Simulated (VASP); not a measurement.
# TiTe2 (pbesol) (P-3m1) in VASP: a series of runs

TiTe2 (pbesol) is run at these levels: PBEsol; tasks: relaxation of shape and atoms at fixed volume.

Everything below comes from runs of VASP 6.6.1. Logs are shortened: lines on timing, memory, paths and dates and some standing lists are left out, and cuts for length are marked.

### Step 1. The cell of the first run

The structure is trigonal, space group P-3m1 (No. 164). The conventional cell has a = 3.631 Å, b = 3.631 Å, c = 6.277 Å, α = 90.00°, β = 90.00°, γ = 120.00°. Ti (site symmetry -3m) has 6 Te at 2.70 Å within 3.6 Å. Te (site symmetry 3m) has 3 Ti at 2.70 Å and 3 Te at 3.55 Å within 3.6 Å.

### Step 2. Relaxation of shape and atoms at fixed volume, PBEsol (volume scaled by 0.94)

Input file INCAR:

```
SYSTEM = TiTe2
PREC = Accurate
ENCUT = 600
EDIFF = 1E-6
ISMEAR = 0
SIGMA = 0.1
LREAL = .False.
LASPH = .True.
NELM = 100
ALGO = Normal
ISIF = 4
LWAVE = .False.
LCHARG = .False.
GGA = PS
IBRION = 2
NSW = 50
EDIFFG = -0.01
```

Input file KPOINTS:

```
regular mesh
0
Gamma
  15 15 8
  0 0 0
```

Input file POSCAR:

```
TiTe2
1.0
    3.6309836205      0.0000000000      0.0000000000
   -1.8154918103      3.1445240560      0.0000000000
    0.0000000000      0.0000000000      6.2770764745
Ti Te
1 2
Direct
    0.0000000000      0.0000000000      0.0000000000
    0.6666666667      0.3333333333      0.2719227953
    0.3333333333      0.6666666667      0.7280772047
```

Potentials or basis: VASP PAW PBE potentials, release 64 (Ti_sv, Te).

Run with:

```sh
$ cat potpaw_PBE.64/Ti_sv/POTCAR potpaw_PBE.64/Te/POTCAR > POTCAR
$ mpirun -np 1 vasp_std > vasp.out
```

OUTCAR:

```text
SYSTEM = TiTe2
   PREC = Accurate
   ENCUT = 600
   EDIFF = 1E-6
   ISMEAR = 0
   LREAL = .False.
   LASPH = .True.
   NELM = 100
   ISIF = 4
   GGA = PS
   IBRION = 2
   NSW = 50
   EDIFFG = -0.01

 ion  position               nearest neighbor table
   1  0.000  0.000  0.000-   2 2.70   3 2.70   3 2.70   2 2.70   2 2.70   3 2.70
   2  0.667  0.333  0.272-   1 2.70   1 2.70   1 2.70   3 3.55   3 3.55   3 3.55
   3  0.333  0.667  0.728-   1 2.70   1 2.70   1 2.70   2 3.55   2 3.55   2 3.55

  LATTYP: Found a hexagonal cell.
 ALAT       =     3.6309836205
 C/A-ratio  =     1.7287537292

  Lattice vectors:

 A1 = (   3.6309836205,   0.0000000000,   0.0000000000)
 A2 = (  -1.8154918103,   3.1445240560,   0.0000000000)
 A3 = (   0.0000000000,   0.0000000000,   6.2770764745)

Analysis of symmetry for initial positions (statically):
=====================================================================
 Subroutine PRICEL returns:
 Original cell was already a primitive cell.

 Routine SETGRP: Setting up the symmetry group for a
 hexagonal supercell.

 Subroutine GETGRP returns: Found 12 space group operations
 (whereof 12 operations were pure point group operations)
 out of a pool of 24 trial point group operations.

The static configuration has the point symmetry D_3d.

Analysis of symmetry for dynamics (positions and initial velocities):
=====================================================================
 Subroutine PRICEL returns:
 Original cell was already a primitive cell.

 Routine SETGRP: Setting up the symmetry group for a
 hexagonal supercell.

 Subroutine GETGRP returns: Found 12 space group operations
 (whereof 12 operations were pure point group operations)
 out of a pool of 24 trial point group operations.

The dynamic configuration has the point symmetry D_3d.

 Subroutine INISYM returns: Found 12 space group operations
 (whereof 12 operations are pure point group operations),
 and found     1 'primitive' translations

----------------------------------------------------------------------------------------

                                     Primitive cell

  volume of cell :      71.6699

  direct lattice vectors                    reciprocal lattice vectors
     3.630983620  0.000000000  0.000000000     0.275407467  0.159006575  0.000000000
    -1.815491810  3.144524056  0.000000000     0.000000000  0.318013150  0.000000000
     0.000000000  0.000000000  6.277076475     0.000000000  0.000000000  0.159309832
[... 92 lines left out ...]
   ISIF   =      4    stress and relaxation
   ISYM   =      2    0-nonsym 1-usesym 2-fastsym
   POTIM  = 0.5000    time-step for ionic-motion
   TEBEG  =    0.0;   TEEND  =   0.0 temperature during run
   PSTRESS=    0.0 pullay stress
   NELECT =      24.0000    total number of electrons
   NUPDOWN=      -1.0000    fix difference up-down
   EMIN   =  10.00;   EMAX   =-10.00  energy-range for DOS
   EFERMI =   0.00;   METHOD = LEGACY
   ISMEAR =     0;   SIGMA  =   0.10  broadening in eV -4-tet -1-fermi 0-gaus
   EFERMI_NEDOS =   21; number of points for ismear=-14 and -15
   IALGO  =     38    algorithm
   IMIX   =      4    mixing-type and parameters
     AMIX     =   0.40;   BMIX     =  1.00
     AMIX_MAG =   1.60;   BMIX_MAG =  1.00
  volume/ion in A,a.u.               =      23.89       161.22
  Fermi-wavevector in a.u.,A,eV,Ry     =   1.136841  2.148318 17.584269  1.292407
  Thomas-Fermi vector in A             =   2.273546
   LORBIT       =      0    0 simple, 1 ext, 2 COOP (PROOUT), +10 PAW based schemes
   GGA     = PS    functional components
   LHFCALC =     F    Hartree Fock is set to
   AEXX    =    0.0000 exact exchange contribution
   IVDW    =     0    specifies the selected vdW correction
   LEPSILON=     F    determine dielectric tensor
   LRPA    =     F    only Hartree local field effects (RPA)
 conjugate gradient relaxation of ions
 non-spin polarized calculation
 Gauss-broadening in eV      SIGMA  =   0.10
  energy-cutoff  :      600.00
  volume of cell :       71.67
 maximum number of plane-waves:      2431
 NGX is ok and might be reduce to    30
   NGX = 15   NGY = 15   NGZ = 25

--------------------------------------- Ionic step        1  -------------------------------------------

 number of electron      23.9999997 magnetization

 Free energy of the ion-electron system (eV)
  ---------------------------------------------------
  ext. energy  EPLUGINS =         0.00000000
  ---------------------------------------------------
  free energy    TOTEN  =       -17.49759315 eV

  energy without entropy =      -17.49050049  energy(sigma->0) =      -17.49404682

------------------------ aborting loop because EDIFF is reached ----------------------------------------

  FORCE on cell =-STRESS in cart. coord.  units (eV):
  Direction    XX          YY          ZZ          XY          YZ          ZX
  --------------------------------------------------------------------------------------
  -------------------------------------------------------------------------------------
  Total        1.6124249      1.6124249      1.7754783     -0.0000000     -0.0000000      0.0000000
  in kB       36.0456994     36.0456994     39.6907512     -0.0000000     -0.0000000      0.0000000
  external PRESSURE =      37.2607167 kB  Pullay stress =       0.0000000 kB
[... 209 lines left out ...]
--------------------------------------- Ionic step        7  -------------------------------------------

 number of electron      23.9999995 magnetization

 Free energy of the ion-electron system (eV)
  ---------------------------------------------------
  ext. energy  EPLUGINS =         0.00000000
  ---------------------------------------------------
  free energy    TOTEN  =       -17.50497253 eV

  energy without entropy =      -17.49791158  energy(sigma->0) =      -17.50144206

 E-fermi :   8.1608     XC(G=0): -10.5661

 val. band max:        8.1573309891   @ k =   0.0000   0.4000   0.1250
 cond. band min:       8.1647003553   @ k =   0.0000   0.4000   0.2500
 fundamental gap:      0.0073693662
 Fermi energy:         8.1607575271

 k-point     1 :       0.0000    0.0000    0.0000
  band No.  band energies     occupation
      1     -48.8615      2.00000
      2     -25.2334      2.00000
      3     -25.2334      2.00000
      4     -25.2166      2.00000
      5      -4.9823      2.00000
      6      -3.0478      2.00000
[... 433 lines left out ...]
      3     -25.2634      2.00000
      4     -25.1990      2.00000
      5      -2.6211      2.00000
      6      -2.3767      2.00000
[... 8 lines left out ...]
     15       9.8371      0.00000
     16      10.5875      0.00000

 [... further k-points ...]
[... 5 lines left out ...]
  --------------------------------------------------------------------------------------
  -------------------------------------------------------------------------------------
  Total        1.2810465      1.2810465      1.2776019     -0.0000000      0.0000000     -0.0000000
  in kB       28.6377472     28.6377472     28.5607438     -0.0000000      0.0000000     -0.0000000
  external PRESSURE =      28.6120794 kB  Pullay stress =       0.0000000 kB
[... 18 lines left out ...]
  FREE ENERGIE OF THE ION-ELECTRON SYSTEM (eV)
  ---------------------------------------------------
  free  energy   TOTEN  =       -17.5049725322 eV

  energy  without entropy=      -17.4979115800  energy(sigma->0) =      -17.50144206

 reached required accuracy - stopping structural energy minimisation
```

OSZICAR:

```text
N       E                     dE             d eps       ncg     rms          rms(c)
DAV:   1     0.191030370739E+03    0.19103E+03   -0.12043E+04  6144   0.158E+03
DAV:   2    -0.312071724520E+00   -0.19134E+03   -0.18973E+03  6424   0.368E+02
DAV:   3    -0.188625068411E+02   -0.18550E+02   -0.18198E+02 10424   0.976E+01
[... 50 lines left out ...]
DAV:   2    -0.175050710844E+02    0.90257E-04   -0.17267E-03  6672   0.299E-01    0.772E-02
DAV:   3    -0.175050106035E+02    0.60481E-04   -0.89913E-04  8448   0.200E-01    0.419E-02
DAV:   4    -0.175049740844E+02    0.36519E-04   -0.20683E-04  7896   0.948E-02    0.163E-02
DAV:   5    -0.175049725852E+02    0.14992E-05   -0.11347E-05  6728   0.248E-02    0.459E-03
DAV:   6    -0.175049725322E+02    0.52961E-07   -0.36973E-07  3304   0.532E-03
   7 F= -.17504973E+02 E0= -.17501442E+02  d E =-.635444E-03
```

CONTCAR:

```text
TiTe2
   1.00000000000000
     3.6356508417866427   -0.0000000000059449    0.0000000000000000
    -1.8178254209485338    3.1485659881860846   -0.0000000000000000
     0.0000000000000000   -0.0000000000000000    6.2609705822431856
  Ti              Te
     1     2
Direct
     0.0000000000000000    0.0000000000000000    0.0000000000000000
     0.6666666667000030    0.3333333332999970    0.2761041802354426
     0.3333333332999970    0.6666666667000030    0.7238958197645575

  0.00000000E+00  0.00000000E+00  0.00000000E+00
  0.00000000E+00  0.00000000E+00  0.00000000E+00
  0.00000000E+00  0.00000000E+00  0.00000000E+00
```

It took 19 min on 1 thread of Oxide Virtual Turin-like, shared host; peak memory 0.4 GiB.

What came out:

| Item | Value |
| --- | --- |
| Free energy | -17.5050 eV |
| Energy gained by relaxing | 2.5 meV/atom |
| Ionic steps | 7 |
| Pressure after relaxing | 2.9 GPa |
| Band gap on the k mesh | zero (band 12 reaches 8.63 eV, above the bottom of band 13 at 7.75 eV) |

The path:
```csv
step,energy change (eV),largest force (eV/Å),pressure (GPa),volume (Å³)
1,0.0000,0.2916,3.73,71.67
2,-0.0058,0.1169,3.28,71.67
3,-0.0067,0.0078,2.92,71.67
4,-0.0067,0.0134,2.93,71.67
5,-0.0072,0.0083,2.89,71.67
6,-0.0074,0.0011,2.83,71.67
7,-0.0074,0.0018,2.86,71.67
```

Final structure:
```xyz
3
Lattice="3.6357 0.0000 0.0000 -1.8178 3.1486 0.0000 0.0000 0.0000 6.2610" Properties=species:S:1:pos:R:3 pbc="T T T"
Ti    0.0000    0.0000    0.0000
Te    1.8178    1.0495    1.7287
Te    0.0000    2.0990    4.5323
```

Levels at points of the mesh, in eV from the Fermi level:
```
           k point  band 8  band 9  band 10  band 11  band 12  band 13  band 14  band 15  band 16
(0.00, 0.00, 0.00)   -1.60   -1.60     0.16     0.47     0.47     0.91     1.45     1.45     3.19
(0.00, 0.00, 0.50)   -3.30   -1.48    -1.48     0.45     0.45     0.92     0.92     1.19     3.89
```

Caveat: the cell differs from its parent crystal (volume scaled by 0.94); the PAW data sets were made with another functional, which shifts forces and pressure a little; spin-orbit coupling is left out, which moves the levels of the heavy elements; this functional lacks dispersion, which binds the layers, so the pressure and a relaxed spacing across them are unreliable.

### Step 3. Relaxation of shape and atoms at fixed volume, PBEsol (volume scaled by 0.97)

Input file INCAR:

```
SYSTEM = TiTe2
  ALGO = Normal
  EDIFF = 1E-6
  EDIFFG = -0.01
  ENCUT = 600
  GGA = PS
  IBRION = 2
  ISIF = 4
  ISMEAR = 0
  LASPH = .TRUE.
  LCHARG = .FALSE.
  LREAL = .FALSE.
  LWAVE = .FALSE.
  NELM = 80
  NSW = 50
  PREC = Accurate
  SIGMA = 0.1
```

Input file KPOINTS:

```
k-points
0
G
  15 15 8
  0 0 0
```

Input file POSCAR:

```
TiTe2
1.0
    3.6585704409      0.0000000000      0.0000000000
   -1.8292852205      3.1684149434      0.0000000000
    0.0000000000      0.0000000000      6.3800934155
Ti Te
1 2
Direct
    0.0000000000      0.0000000000      0.0000000000
    0.6666666667      0.3333333333      0.2672752241
    0.3333333333      0.6666666667      0.7327247759
```

Potentials or basis: VASP PAW PBE potentials, release 64 (Ti_sv, Te).

Run with:

```sh
$ cat potpaw_PBE.64/Ti_sv/POTCAR potpaw_PBE.64/Te/POTCAR > POTCAR
$ mpirun -np 1 vasp_std > vasp.out
```

Run time: 14 min. Hardware: 1 thread of Oxide Virtual Turin-like, shared host; peak memory 0.41 GiB.

It converged, with:

| Item | Value |
| --- | --- |
| Free energy | -17.5339 eV |
| Energy gained by relaxing | 2.9 meV/atom |
| Ionic steps | 5 |
| Pressure after relaxing | 1.2 GPa |
| Band gap on the k mesh | zero (band 12 reaches 8.19 eV, above the bottom of band 13 at 7.32 eV) |

Forces on the atoms (eV/Å):
```
Ti   0.000  0.000  0.000
Te   0.000  0.000 -0.002
Te   0.000  0.000  0.002
```

The path:
| step | energy change (eV) | largest force (eV/Å) | pressure (GPa) | volume (Å³) |
| --- | --- | --- | --- | --- |
| 1 | 0.0000 | 0.2946 | 2.21 | 73.96 |
| 2 | -0.0061 | 0.1333 | 1.78 | 73.96 |
| 3 | -0.0075 | 0.0057 | 1.33 | 73.96 |
| 4 | -0.0082 | 0.0021 | 1.27 | 73.96 |
| 5 | -0.0086 | 0.0020 | 1.22 | 73.96 |

Final structure:
```
CELL_PARAMETERS angstrom
3.66716 0.00000 0.00000
-1.83358 3.17585 0.00000
0.00000 0.00000 6.35025
ATOMIC_POSITIONS crystal
Ti 0.00000 0.00000 0.00000
Te 0.66667 0.33333 0.27203
Te 0.33333 0.66667 0.72797
```

Levels at points of the mesh, in eV from the Fermi level:
```tsv
k point	band 10	band 11	band 12	band 13	band 14	band 15
(0.00, 0.00, 0.00)	0.19	0.45	0.45	0.75	1.37	1.37
(0.00, 0.00, 0.50)	-1.50	0.44	0.44	0.91	0.91	1.12
```

Caveat: the cell differs from its parent crystal (volume scaled by 0.97); the PAW data sets were made with another functional, which shifts forces and pressure a little; spin-orbit coupling is left out, which moves the levels of the heavy elements; this functional lacks dispersion, which binds the layers, so the pressure and a relaxed spacing across them are unreliable.

### Step 4. Relaxation of shape and atoms at fixed volume, PBEsol (volume scaled by 1.03)

Input file INCAR:

```
  ALGO = Normal
  EDIFF = 1E-6
  EDIFFG = -0.01
  ENCUT = 600
  GGA = PS
  IBRION = 2
  ISIF = 4
  ISMEAR = 0
  LASPH = True
  LCHARG = False
  LREAL = False
  LWAVE = False
  NELM = 80
  NSW = 50
  PREC = Accurate
  SIGMA = 0.1
```

Input file KPOINTS:

```
k-points
0
Gamma
  15 15 8
```

Input file POSCAR:

```
TiTe2
1.0
    3.7325008734      0.0000000000      0.0000000000
   -1.8662504367      3.2324405761      0.0000000000
    0.0000000000      0.0000000000      6.5090189271
Ti Te
1 2
Direct
    0.0000000000      0.0000000000      0.0000000000
    0.6666666667      0.3333333333      0.2672752241
    0.3333333333      0.6666666667      0.7327247759
```

Run with:

```sh
$ cat potpaw_PBE.64/Ti_sv/POTCAR potpaw_PBE.64/Te/POTCAR > POTCAR
$ mpirun -np 1 vasp_std > vasp.out
```

Run time: 15 min. Hardware: 1 thread of Oxide Virtual Turin-like, shared host; peak memory 0.43 GiB.

Results (log left out):

| Property | Result |
| --- | --- |
| Free energy | -17.5353 eV |
| Energy gained by relaxing | 2.2 meV/atom |
| Ionic steps | 5 |
| Pressure after relaxing | -0.9 GPa |
| Band gap on the k mesh | zero (band 12 reaches 7.38 eV, above the bottom of band 13 at 6.62 eV) |

Forces in eV/Å, atoms in the order of the input:
```
Ti   0.000  0.000  0.000
Te   0.000  0.000  0.003
Te   0.000  0.000 -0.003
```

Step by step:
| step | energy change (eV) | largest force (eV/Å) | pressure (GPa) | volume (Å³) |
| --- | --- | --- | --- | --- |
| 1 | 0.0000 | 0.2288 | -1.92 | 78.53 |
| 2 | -0.0039 | 0.1212 | -1.54 | 78.53 |
| 3 | -0.0052 | 0.0130 | -1.15 | 78.53 |
| 4 | -0.0059 | 0.0073 | -1.07 | 78.53 |
| 5 | -0.0065 | 0.0029 | -0.94 | 78.53 |

Final structure:
```cif
data_structure
_symmetry_space_group_name_H-M 'P 1'
_symmetry_Int_Tables_number 1
_cell_length_a 3.7201
_cell_length_b 3.7201
_cell_length_c 6.5525
_cell_angle_alpha 90.000
_cell_angle_beta 90.000
_cell_angle_gamma 120.000
_cell_volume 78.53
loop_
_atom_site_label
_atom_site_type_symbol
_atom_site_fract_x
_atom_site_fract_y
_atom_site_fract_z
_atom_site_occupancy
Ti1 Ti 0.00000 0.00000 0.00000 1
Te1 Te 0.66667 0.33333 0.26270 1
Te2 Te 0.33333 0.66667 0.73730 1
```

Levels at points of the mesh, in eV from the Fermi level:
```
           k point  band 8  band 9  band 10  band 11  band 12  band 13  band 14  band 15  band 16
(0.00, 0.00, 0.00)   -1.61   -1.61     0.24     0.41     0.41     0.44     1.22     1.22     3.20
(0.00, 0.00, 0.50)   -2.83   -1.54    -1.54     0.40     0.40     0.92     0.92     1.00     3.62
```

Caveat: the cell differs from its parent crystal (volume scaled by 1.03); the PAW data sets were made with another functional, which shifts forces and pressure a little; spin-orbit coupling is left out, which moves the levels of the heavy elements; this functional lacks dispersion, which binds the layers, so the pressure and a relaxed spacing across them are unreliable.

### Step 5. Summary

```csv
cell,gap on the mesh (eV),pressure (GPa)
"relaxed from a = 3.631, b = 3.631, c = 6.277 Å, angles 90.0, 90.0, 120.0°, 3 atoms",none,2.9
"relaxed from a = 3.659, b = 3.659, c = 6.380 Å, angles 90.0, 90.0, 120.0°, 3 atoms",none,1.2
"relaxed from a = 3.733, b = 3.733, c = 6.509 Å, angles 90.0, 90.0, 120.0°, 3 atoms",none,-0.9
```

Alike in all rows: task relaxation of shape and atoms at fixed volume; level PBEsol; potentials or basis VASP PAW PBE potentials, release 64 (Ti_sv, Te); no spin polarisation; k mesh 15 × 15 × 8; cutoff (eV) 600; smearing gaussian 0.1 eV.

Caveats: the PAW data sets were made with another functional, which shifts forces and pressure a little; spin-orbit coupling is left out, which moves the levels of the heavy elements; this functional lacks dispersion, which binds the layers, so the pressure and a relaxed spacing across them are unreliable.

Absolute energies hang on the potentials; compare differences alone.
